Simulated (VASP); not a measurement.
# Yb (Fm-3m) in VASP: a series of runs

Yb is run at these levels: PBE; tasks: relaxation of cell and atoms.

Program: VASP 6.6.1. These are calculated values, not measurements. Logs are shortened: lines on timing, memory, paths and dates and some standing lists are left out, and cuts for length are marked.

### Step 1. The cell of the first run

It takes space group Fm-3m (No. 225, cubic). The conventional cell has a = 4.125 Å, b = 4.125 Å, c = 4.125 Å, α = 90.00°, β = 90.00°, γ = 90.00°. Within 3.8 Å of Yb (site symmetry m-3m) lie 12 Yb at 2.92 Å.

### Step 2. Relaxation of cell and atoms, PBE, target pressure 46 GPa, at which the enthalpy is minimised

Contents of INCAR:

```
SYSTEM = Yb
PREC = Accurate ; ENCUT = 600
EDIFF = 1E-6 ; ISMEAR = -1
SIGMA = 0.08 ; LREAL = .FALSE.
LASPH = .TRUE. ; NELM = 100
ALGO = Normal ; ISIF = 3
LWAVE = .FALSE. ; LCHARG = .FALSE.
GGA = PE ; IBRION = 2
NSW = 32 ; EDIFFG = -0.005
PSTRESS = 460.0
```

Contents of KPOINTS:

```
regular mesh
0
G
  16 16 16
  0 0 0
```

Contents of POSCAR:

```
Yb
1.0
    0.0000000000      2.0626399748      2.0626399748
    2.0626399748      0.0000000000      2.0626399748
    2.0626399748      2.0626399748      0.0000000000
Yb
1
Direct
    0.0000000000      0.0000000000      0.0000000000
```

Potentials or basis: VASP PAW PBE potentials, release 64 (Yb).

The run is started by

```sh
cat potpaw_PBE.64/Yb/POTCAR > POTCAR
mpirun -np 1 vasp_std > vasp.out
```

OUTCAR:

```text
SYSTEM = Yb
   PREC = Accurate
   ENCUT = 600
   EDIFF = 1E-6
   ISMEAR = -1
   LREAL = .FALSE.
   LASPH = .TRUE.
   NELM = 100
   ISIF = 3
   GGA = PE
   IBRION = 2
   NSW = 32
   EDIFFG = -0.005
   PSTRESS = 460.0

 ion  position               nearest neighbor table
   1  0.000  0.000  0.000-

  LATTYP: Found a face centered cubic cell.
 ALAT       =     4.1252799496

  Lattice vectors:

 A1 = (   0.0000000000,   2.0626399748,   2.0626399748)
 A2 = (   2.0626399748,   0.0000000000,   2.0626399748)
 A3 = (   2.0626399748,   2.0626399748,   0.0000000000)

Analysis of symmetry for initial positions (statically):
=====================================================================
 Subroutine PRICEL returns:
 Original cell was already a primitive cell.

 Routine SETGRP: Setting up the symmetry group for a
 face centered cubic supercell.

 Subroutine GETGRP returns: Found 48 space group operations
 (whereof 48 operations were pure point group operations)
 out of a pool of 48 trial point group operations.

The static configuration has the point symmetry O_h .

Analysis of symmetry for dynamics (positions and initial velocities):
=====================================================================
 Subroutine PRICEL returns:
 Original cell was already a primitive cell.

 Routine SETGRP: Setting up the symmetry group for a
 face centered cubic supercell.

 Subroutine GETGRP returns: Found 48 space group operations
 (whereof 48 operations were pure point group operations)
 out of a pool of 48 trial point group operations.

The dynamic configuration has the point symmetry O_h .

 Subroutine INISYM returns: Found 48 space group operations
 (whereof 48 operations are pure point group operations),
 and found     1 'primitive' translations

----------------------------------------------------------------------------------------

                                     Primitive cell

  volume of cell :      17.5509

  direct lattice vectors                    reciprocal lattice vectors
     0.000000000  2.062639975  2.062639975    -0.242407791  0.242407791  0.242407791
     2.062639975  0.000000000  2.062639975     0.242407791 -0.242407791  0.242407791
     2.062639975  2.062639975  0.000000000     0.242407791  0.242407791 -0.242407791

  length of vectors
     2.917013427  2.917013427  2.917013427     0.419862610  0.419862610  0.419862610

  position of ions in fractional coordinates (direct lattice)
     0.000000000  0.000000000  0.000000000

  ion indices of the primitive-cell ions
   primitive index   ion index
                 1           1

----------------------------------------------------------------------------------------

 KPOINTS: regular mesh

Automatic generation of k-mesh.
 Grid dimensions read from file:
 generate k-points for:   16   16   16

 Generating k-lattice:

  Cartesian coordinates                     Fractional coordinates (reciprocal lattice)
    -0.015150487  0.015150487  0.015150487     0.062500000  0.000000000  0.000000000
     0.015150487 -0.015150487  0.015150487     0.000000000  0.062500000  0.000000000
     0.015150487  0.015150487 -0.015150487     0.000000000  0.000000000  0.062500000

  Length of vectors
     0.026241413  0.026241413  0.026241413

  Shift w.r.t. Gamma in fractional coordinates (k-lattice)
     0.000000000  0.000000000  0.000000000

 Subroutine IBZKPT returns following result:
 ===========================================

 Found    145 irreducible k-points:

 Following reciprocal coordinates:
            Coordinates               Weight
  0.000000  0.000000  0.000000      1.000000
  0.062500  0.000000  0.000000      8.000000
  0.125000  0.000000  0.000000      8.000000
  0.187500  0.000000  0.000000      8.000000
  0.250000  0.000000  0.000000      8.000000
  0.312500  0.000000  0.000000      8.000000
[... 16 lines left out ...]
 -0.125000  0.062500  0.000000     24.000000
 -0.062500  0.062500  0.000000     12.000000
 [... further k-points ...]
   k-points           NKPTS =    145   k-points in BZ     NKDIM =    145   number of bands    NBANDS=     16
   number of dos      NEDOS =    301   number of ions     NIONS =      1
   total plane-waves  NPLWV =  13824
   dimension x,y,z NGX =    24 NGY =   24 NGZ =   24
   dimension x,y,z NGXF=    48 NGYF=   48 NGZF=   48
   ions per type =               1
   NGX,Y,Z   is equivalent  to a cutoff of  13.68, 13.68, 13.68 a.u.
   NGXF,Y,Z  is equivalent  to a cutoff of  27.36, 27.36, 27.36 a.u.
 SYSTEM =  Yb
   PREC   = accura    normal or accurate (medium, high low for compatibility)
   ISTART =      0    job   : 0-new  1-cont  2-samecut
   ICHARG =      2    charge: 1-file 2-atom 10-const
   ISPIN  =      1    spin polarized calculation?
   LNONCOLLINEAR =      F non collinear calculations
   LSORBIT =      F    spin-orbit coupling
   LASPH  =      T    aspherical Exc in radial PAW
   ENCUT  =  600.0 eV  44.10 Ry    6.64 a.u.   5.83  5.83  5.83*2*pi/ulx,y,z
   NELM   =    100;   NELMIN=  2; NELMDL= -5     # of ELM steps
   EDIFF  = 0.1E-05   stopping-criterion for ELM
   LREAL  =      F    real-space projection
   EDIFFG = -.5E-02   stopping-criterion for IOM
   NSW    =     32    number of steps for IOM
   IBRION =      2    ionic relax: 0-MD 1-quasi-New 2-CG
   NFREE  =      1    steps in history (QN), initial steepest desc. (CG)
   ISIF   =      3    stress and relaxation
   ISYM   =      2    0-nonsym 1-usesym 2-fastsym
   POTIM  = 0.5000    time-step for ionic-motion
   TEBEG  =    0.0;   TEEND  =   0.0 temperature during run
   PSTRESS=  460.0 pullay stress
   NELECT =      24.0000    total number of electrons
   NUPDOWN=      -1.0000    fix difference up-down
   EMIN   =  10.00;   EMAX   =-10.00  energy-range for DOS
   EFERMI =   0.00;   METHOD = LEGACY
   ISMEAR =    -1;   SIGMA  =   0.08  broadening in eV -4-tet -1-fermi 0-gaus
   EFERMI_NEDOS =   21; number of points for ismear=-14 and -15
   IALGO  =     38    algorithm
   IMIX   =      4    mixing-type and parameters
     AMIX     =   0.40;   BMIX     =  1.00
     AMIX_MAG =   1.60;   BMIX_MAG =  1.00
  volume/ion in A,a.u.               =      17.55       118.44
  Fermi-wavevector in a.u.,A,eV,Ry     =   1.817099  3.433818 44.924358  3.301847
  Thomas-Fermi vector in A             =   2.874373
   LORBIT       =      0    0 simple, 1 ext, 2 COOP (PROOUT), +10 PAW based schemes
   GGA     = PE    functional components
   LHFCALC =     F    Hartree Fock is set to
   AEXX    =    0.0000 exact exchange contribution
   IVDW    =     0    specifies the selected vdW correction
   LEPSILON=     F    determine dielectric tensor
   LRPA    =     F    only Hartree local field effects (RPA)
 conjugate gradient relaxation of ions
 non-spin polarized calculation
  energy-cutoff  :      600.00
  volume of cell :       17.55
 maximum number of plane-waves:       604
   NGX = 11   NGY = 11   NGZ = 11

--------------------------------------- Ionic step        1  -------------------------------------------

 number of electron      23.9999997 magnetization

 Free energy of the ion-electron system (eV)
  ---------------------------------------------------
  ext. energy  EPLUGINS =         0.00000000
  ---------------------------------------------------
  free energy    TOTEN  =        -2.09011802 eV

  energy without entropy =       -2.06233565  energy(sigma->0) =       -2.07622684

------------------------ aborting loop because EDIFF is reached ----------------------------------------

  FORCE on cell =-STRESS in cart. coord.  units (eV):
  Direction    XX          YY          ZZ          XY          YZ          ZX
  --------------------------------------------------------------------------------------
  -------------------------------------------------------------------------------------
  Total        5.0965830      5.0965830      5.0965830      0.0000000      0.0000000      0.0000000
  in kB      465.2532316    465.2532316    465.2532316      0.0000000      0.0000000      0.0000000
  external PRESSURE =       5.2532316 kB  Pullay stress =     460.0000000 kB
[... 90 lines left out ...]
  FREE ENERGIE OF THE ION-ELECTRON SYSTEM (eV)
  ---------------------------------------------------
  free  energy   TOTEN  =        -2.1115125376 eV

  energy  without entropy=       -2.0838247671  energy(sigma->0) =       -2.09766865

  enthalpy is  TOTEN    =         2.9488468295 eV   P V=        5.0603593671

[... ionic steps 4 to 12 ...]

--------------------------------------- Ionic step       13  -------------------------------------------

 number of electron      23.9999997 magnetization

------------------------ aborting loop because EDIFF is reached ----------------------------------------

  FORCE on cell =-STRESS in cart. coord.  units (eV):
  Direction    XX          YY          ZZ          XY          YZ          ZX
  --------------------------------------------------------------------------------------
  -------------------------------------------------------------------------------------
  Total        5.0387498      5.0387498      5.0387498      0.0000000     -0.0000000      0.0000000
  in kB      458.7545181    458.7545181    458.7545181      0.0000000     -0.0000000      0.0000000
  external PRESSURE =      -1.2454819 kB  Pullay stress =     460.0000000 kB
[... 59 lines left out ...]
  enthalpy is  TOTEN    =         2.9488214330 eV   P V=        5.0521037446

--------------------------------------- Ionic step       15  -------------------------------------------

 number of electron      23.9999997 magnetization

 Free energy of the ion-electron system (eV)
  ---------------------------------------------------
  ext. energy  EPLUGINS =         0.00000000
  ---------------------------------------------------
  free energy    TOTEN  =        -2.10354329 eV

  energy without entropy =       -2.07570829  energy(sigma->0) =       -2.08962579

 E-fermi :   4.2980     XC(G=0): -13.1985

 val. band max:        4.2932777373   @ k =  -0.3750   0.3750   0.1875
 cond. band min:       4.3110387930   @ k =  -0.3125   0.3750   0.1250
 fundamental gap:      0.0177610557
 Fermi energy:         4.2980047586

 k-point     1 :       0.0000    0.0000    0.0000
  band No.  band energies     occupation
      1     -47.3245      2.00000
      2     -18.2383      2.00000
      3     -18.2383      2.00000
      4     -18.2383      2.00000
      5      -1.6879      2.00000
      6       3.0999      2.00000
[... 8 lines left out ...]
     15       7.8507      0.00000
     16      12.2319      0.00000
[... 420 lines left out ...]
  band No.  band energies     occupation
      1     -47.2915      2.00000
      2     -18.5416      2.00000
      3     -18.3182      2.00000
      4     -18.2533      2.00000
      5      -1.1160      2.00000
      6       3.0921      2.00000
[... 8 lines left out ...]
     15       8.1782      0.00000
     16      11.5965      0.00000

 [... further k-points ...]

------------------------ aborting loop because EDIFF is reached ----------------------------------------

  FORCE on cell =-STRESS in cart. coord.  units (eV):
  Direction    XX          YY          ZZ          XY          YZ          ZX
  --------------------------------------------------------------------------------------
  -------------------------------------------------------------------------------------
  Total        5.0484948      5.0484948      5.0484948      0.0000000     -0.0000000      0.0000000
  in kB      459.6477334    459.6477334    459.6477334      0.0000000     -0.0000000      0.0000000
  external PRESSURE =      -0.3522666 kB  Pullay stress =     460.0000000 kB
[... 16 lines left out ...]
  FREE ENERGIE OF THE ION-ELECTRON SYSTEM (eV)
  ---------------------------------------------------
  free  energy   TOTEN  =        -2.1035432911 eV

  energy  without entropy=       -2.0757082922  energy(sigma->0) =       -2.08962579

  enthalpy is  TOTEN    =         2.9488206081 eV   P V=        5.0523638992

 reached required accuracy - stopping structural energy minimisation
```

It took 11 min on 1 thread of Intel Xeon 8259CL, shared host; peak memory 0.21 GiB.

Results:

```yaml
Free_energy: -2.1035 eV
Relaxed_volume: 17.60 Å³/atom
Relaxed_cell: a = 2.920 Å, b = 2.920 Å, c = 2.920 Å, α = 60.00°, β = 60.00°, γ = 60.00°
Space_group_after_relaxing_to_0.1_Å: Fm-3m (No. 225)
Energy_change_on_relaxing_the_run_minimises_the_enthalpy: -13.4 meV/atom
Ionic_steps: 15
Pressure_after_relaxing: 46.0 GPa
Band_gap_on_the_k_mesh: zero (bands 12 and 13 overlap by 1.02 eV)
```

The path:
| step | energy change (eV) | largest force (eV/Å) | pressure (GPa) | volume (Å³) |
| --- | --- | --- | --- | --- |
| 1 | 0.0000 | 0.0000 | 46.53 | 17.55 |
| 2 | -0.0420 | 0.0000 | 44.84 | 17.70 |
| 3 | -0.0214 | 0.0000 | 43.87 | 17.63 |
| 4 | -0.0042 | 0.0000 | 46.89 | 17.57 |
| 5 | -0.0129 | 0.0000 | 47.01 | 17.60 |
| 6 | -0.0171 | 0.0000 | 45.24 | 17.61 |
| 7 | -0.0153 | 0.0000 | 46.29 | 17.60 |
| 8 | -0.0158 | 0.0000 | 45.92 | 17.61 |
| 9 | -0.0101 | 0.0000 | 46.21 | 17.59 |
| 10 | -0.0142 | 0.0000 | 45.40 | 17.60 |
| 11 | -0.0112 | 0.0000 | 46.24 | 17.59 |
| 12 | -0.0127 | 0.0000 | 46.16 | 17.59 |
| 13 | -0.0135 | 0.0000 | 45.88 | 17.60 |
| 14 | -0.0132 | 0.0000 | 46.49 | 17.60 |
| 15 | -0.0134 | 0.0000 | 45.96 | 17.60 |

Final structure:
```
Yb
1.0
     0.00000    2.06446    2.06446
     2.06446    0.00000    2.06446
     2.06446    2.06446    0.00000
Yb
1
Cartesian
  0.0000 0.0000 0.0000
```

Levels at points of the mesh, in eV from the Fermi level:
```csv
k point,band 8,band 9,band 10,band 11,band 12,band 13,band 14,band 15,band 16
"(0.00, 0.00, 0.00)",-0.86,-0.86,-0.47,-0.47,-0.47,3.55,3.55,3.55,7.93
"(0.50, 0.00, 0.00)",-0.85,-0.68,-0.54,-0.54,-0.46,3.07,3.07,4.28,11.37
"(0.50, 0.50, 0.00)",-0.78,-0.78,-0.70,-0.60,-0.60,-0.59,7.14,11.46,12.48
```

Caveat: the cell is relaxed towards a set pressure, so the run minimises the enthalpy, not the energy; spin-orbit coupling is left out, which moves the levels of the heavy elements.

### Step 3. Relaxation of cell and atoms, PBE

This run uses another cell than the first one, of 35.62 Å³/atom.

Contents of INCAR:

```
PREC = Accurate
ENCUT = 600
EDIFF = 1E-6
ISMEAR = -1
SIGMA = 0.08
LREAL = False
LASPH = True
NELM = 60
ALGO = Normal
ISIF = 3
LWAVE = False
LCHARG = False
GGA = PE
IBRION = 2
NSW = 60
EDIFFG = -0.005
```

Contents of KPOINTS:

```
Automatic mesh
0
Gamma
  13 13 13
```

Contents of POSCAR:

```
Yb
1.0
    0.0000000000      2.6115853807      2.6115853807
    2.6115853807      0.0000000000      2.6115853807
    2.6115853807      2.6115853807      0.0000000000
Yb
1
Direct
    0.0000000000      0.0000000000      0.0000000000
```

Potentials or basis: VASP PAW PBE potentials, release 64 (Yb).

The run is started by

```sh
cat potpaw_PBE.64/Yb/POTCAR > POTCAR
mpirun -np 1 vasp_std > vasp.out
```

OUTCAR:

```text
PREC = Accurate
   ENCUT = 600
   EDIFF = 1E-6
   ISMEAR = -1
   LREAL = False
   LASPH = True
   NELM = 60
   ISIF = 3
   GGA = PE
   IBRION = 2
   NSW = 60
   EDIFFG = -0.005

 ion  position               nearest neighbor table
   1  0.000  0.000  0.000-

  LATTYP: Found a face centered cubic cell.
 ALAT       =     5.2231707614

  Lattice vectors:

 A1 = (   0.0000000000,   2.6115853807,   2.6115853807)
 A2 = (   2.6115853807,   0.0000000000,   2.6115853807)
 A3 = (   2.6115853807,   2.6115853807,   0.0000000000)

Analysis of symmetry for initial positions (statically):
=====================================================================
 Subroutine PRICEL returns:
 Original cell was already a primitive cell.
[... 245 lines left out ...]
  free energy    TOTEN  =        -3.58573329 eV

  energy without entropy =       -3.53409708  energy(sigma->0) =       -3.55991518

 E-fermi :   1.6448     XC(G=0):  -9.4825

 val. band max:        1.6308721011   @ k =  -0.3846   0.3077   0.0769
 cond. band min:       1.6481119586   @ k =  -0.3846   0.3077   0.0000
 fundamental gap:      0.0172398575
 Fermi energy:         1.6447965113

 k-point     1 :       0.0000    0.0000    0.0000
  band No.  band energies     occupation
      1     -50.1475      2.00000
      2     -22.3218      2.00000
      3     -22.3218      2.00000
      4     -22.3218      2.00000
      5      -3.5771      2.00000
      6       1.0731      1.99843
[... 433 lines left out ...]
      3     -22.4071      2.00000
      4     -22.3872      2.00000
      5      -0.2103      2.00000
      6       1.1104      1.99749
[... 8 lines left out ...]
     15       4.7999      0.00000
     16       7.4949      0.00000

 [... further k-points ...]

------------------------ aborting loop because EDIFF is reached ----------------------------------------

  FORCE on cell =-STRESS in cart. coord.  units (eV):
  Direction    XX          YY          ZZ          XY          YZ          ZX
  --------------------------------------------------------------------------------------
  -------------------------------------------------------------------------------------
  Total       -0.0027232     -0.0027232     -0.0027232      0.0000000      0.0000000     -0.0000000
  in kB       -0.1224476     -0.1224476     -0.1224476      0.0000000      0.0000000     -0.0000000
  external PRESSURE =      -0.1224476 kB  Pullay stress =       0.0000000 kB
[... 16 lines left out ...]
  FREE ENERGIE OF THE ION-ELECTRON SYSTEM (eV)
  ---------------------------------------------------
  free  energy   TOTEN  =        -3.5857332884 eV

  energy  without entropy=       -3.5340970789  energy(sigma->0) =       -3.55991518

 reached required accuracy - stopping structural energy minimisation
```

OSZICAR:

```text
N       E                     dE             d eps       ncg     rms          rms(c)
DAV:   1     0.120463368957E+03    0.12046E+03   -0.96869E+03  3304   0.113E+04
DAV:   2     0.118773729593E+02   -0.10859E+03   -0.10585E+03  3464   0.551E+02
[... 50 lines left out ...]
DAV:   9    -0.358573780235E+01   -0.29335E-04   -0.12269E-04  3472   0.406E-01    0.281E-01
DAV:  10    -0.358574358184E+01   -0.57795E-05   -0.58935E-05  4640   0.572E-02    0.204E-01
DAV:  11    -0.358577040709E+01   -0.26825E-04   -0.17674E-05  4312   0.118E-01    0.356E-01
DAV:  12    -0.358573596212E+01    0.34445E-04   -0.62611E-05  3216   0.290E-01    0.125E-01
DAV:  13    -0.358573327152E+01    0.26906E-05   -0.17566E-05  4840   0.132E-01    0.207E-02
DAV:  14    -0.358573328845E+01   -0.16927E-07   -0.30076E-06  3112   0.247E-02
   3 F= -.35857333E+01 E0= -.35599152E+01  d E =0.685253E-05
```

CONTCAR:

```text
Yb
   1.00000000000000
    -0.0000000000000000    2.6117897396874272    2.6117897396874272
     2.6117897396874272   -0.0000000000000000    2.6117897396874272
     2.6117897396874272    2.6117897396874272   -0.0000000000000000
  Yb
     1
Direct
     0.0000000000000000    0.0000000000000000    0.0000000000000000

  0.00000000E+00  0.00000000E+00  0.00000000E+00
```

Wall time 10 min (1 thread of Intel Xeon 8259CL, shared host); peak memory 0.24 GiB.

What came out:

```yaml
Free_energy: -3.5857 eV
Relaxed_volume: 35.63 Å³/atom
Relaxed_cell: a = 3.694 Å, b = 3.694 Å, c = 3.694 Å, α = 60.00°, β = 60.00°, γ = 60.00°
Space_group_after_relaxing_to_0.1_Å: Fm-3m (No. 225)
Ionic_steps: 3
Pressure_after_relaxing: 0.0 GPa
```

Final structure:
```
CELL_PARAMETERS angstrom
0.00000 2.61179 2.61179
2.61179 0.00000 2.61179
2.61179 2.61179 0.00000
ATOMIC_POSITIONS crystal
Yb 0.00000 0.00000 0.00000
```

Caveat: spin-orbit coupling is left out, which moves the levels of the heavy elements. Spin polarisation is off, so any magnetic state and its effect on volume and gap are missing.
